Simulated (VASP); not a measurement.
SnO: relaxation of cell and atoms with LDA

SnO:

```xyz
2
Lattice="3.1314 0.0000 0.0000 0.0000 3.1314 0.0000 0.0000 0.0000 3.1314" Properties=species:S:1:pos:R:3 pbc="T T T"
Sn    0.0000    0.0000    0.0000
O     1.5657    1.5657    1.5657
```

* Program: VASP 6.6.1
* Task: relaxation of cell and atoms
* Functional: LDA
* Potentials or basis: VASP PAW LDA potentials, release 64 (Sn_d, O)
* Cutoff: 600 eV
* k mesh: 8 × 8 × 8
* Occupations: fermi-dirac, width 0.02 eV
* Spin: no spin polarisation
* Dipole correction: no
* Further INCAR settings: ALGO = Normal; EDIFF = 1e-06; IBRION = 2; EDIFFG = -0.005; NSW = 80; ISIF = 3

The relaxed volume is 14.22 Å³/atom and the relaxed cell is a = 3.052 Å, b = 3.052 Å, c = 3.052 Å, α = 90.00°, β = 90.00°, γ = 90.00°. The space group after relaxing (to 0.1 Å) is Pm-3m (No. 221) and the energy gained by relaxing is 30.3 meV/atom. The ionic steps are 3. The pressure after relaxing is 0.0 GPa and the band gap on the k mesh is zero (bands 10 and 11 overlap by 0.35 eV).

The path:
| step | energy change (eV) | largest force (eV/Å) | pressure (GPa) | volume (Å³) |
| --- | --- | --- | --- | --- |
| 1 | 0.0000 | 0.0000 | -8.02 | 30.70 |
| 2 | -0.0461 | 0.0000 | 4.82 | 27.42 |
| 3 | -0.0607 | 0.0000 | -0.02 | 28.43 |

Final structure:
```
CELL_PARAMETERS angstrom
3.05212 0.00000 0.00000
0.00000 3.05212 0.00000
0.00000 0.00000 3.05212
ATOMIC_POSITIONS crystal
Sn 0.00000 0.00000 0.00000
O 0.50000 0.50000 0.50000
```

Levels at points of the mesh, in eV from the Fermi level:
| k point | band 8 | band 9 | band 10 | band 11 | band 12 | band 13 |
| --- | --- | --- | --- | --- | --- | --- |
| (0.00, 0.00, 0.00) | -2.94 | -2.94 | -2.94 | 7.99 | 7.99 | 8.29 |
| (0.50, 0.00, 0.00) | -2.11 | -2.11 | -1.22 | 0.44 | 7.25 | 7.25 |
| (0.50, 0.50, 0.00) | -6.13 | -4.96 | -1.98 | 3.45 | 3.45 | 8.76 |
| (0.50, 0.50, 0.50) | -3.78 | -3.78 | -1.12 | -0.35 | -0.35 | -0.35 |

It took 67 s on 1 thread of Intel Xeon 8259CL (shared host), peak memory 0.16 GiB.

Caveat: semilocal functionals underestimate gaps, so a narrow gap can read as zero; spin-orbit coupling is left out, which moves the levels of the heavy elements.
